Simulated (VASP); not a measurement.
Write the native input for VASP 6.6.1 that does the following.

* Task: single point
* Functional: PBE
* Potentials or basis: VASP PAW PBE potentials, release 64 (Tb_3, W_sv), 4f in core
* Cutoff: 500 eV
* k mesh: 5 × 5 × 3
* Occupations: gaussian, width 0.2 eV
* Spin: no spin polarisation
* Dipole correction: no
* Further INCAR settings: ALGO = Normal; EDIFF = 1e-06; NBANDS = 31

The structure of TbW lies in POSCAR:

```
TbW
1.0
    3.8571220569      0.0000000000      0.0000000000
    0.0000000000      3.8571220569      0.0000000000
    0.0000000000      0.0000000000      5.8475430568
Tb W
2 2
Direct
    0.5000000000      0.5000000000      0.2500241590
    0.5000000000      0.5000000000      0.7499758410
    0.0000000000      0.0000000000      0.0000000000
    0.0000000000      0.0000000000      0.5000000000
```

The cell was generated, and may not be a known phase.

The input as run:

INCAR

```
SYSTEM = TbW
PREC = Accurate
ENCUT = 500
EDIFF = 1E-6
ISMEAR = 0
SIGMA = 0.2
LREAL = .FALSE.
LASPH = .TRUE.
NELM = 200
ALGO = Normal
ISIF = 2
LWAVE = .FALSE.
LCHARG = .FALSE.
GGA = PE
NBANDS = 31
GGA_COMPAT = .FALSE.
LMAXMIX = 6
```

KPOINTS

```
Automatic mesh
0
G
  5 5 3
  0 0 0
```

Potentials or basis: VASP PAW PBE potentials, release 64 (Tb_3, W_sv), 4f in core.

Run with:

```bash
$ cat potpaw_PBE.64/Tb_3/POTCAR potpaw_PBE.64/W_sv/POTCAR > POTCAR
$ mpirun -np 1 vasp_std > vasp.out
```

Results of the run:

```
Pressure               : 0.7 GPa
Band gap on the k mesh : zero (bands 23 and 24 overlap by 0.87 eV)
```

Caveat: spin-orbit coupling is left out, which moves the levels of the heavy elements; the 4f electrons are frozen in the core, so they carry no moment and show no levels.

It took 61 s on 1 thread of Intel Xeon 8259CL (shared host), peak memory 0.16 GiB.
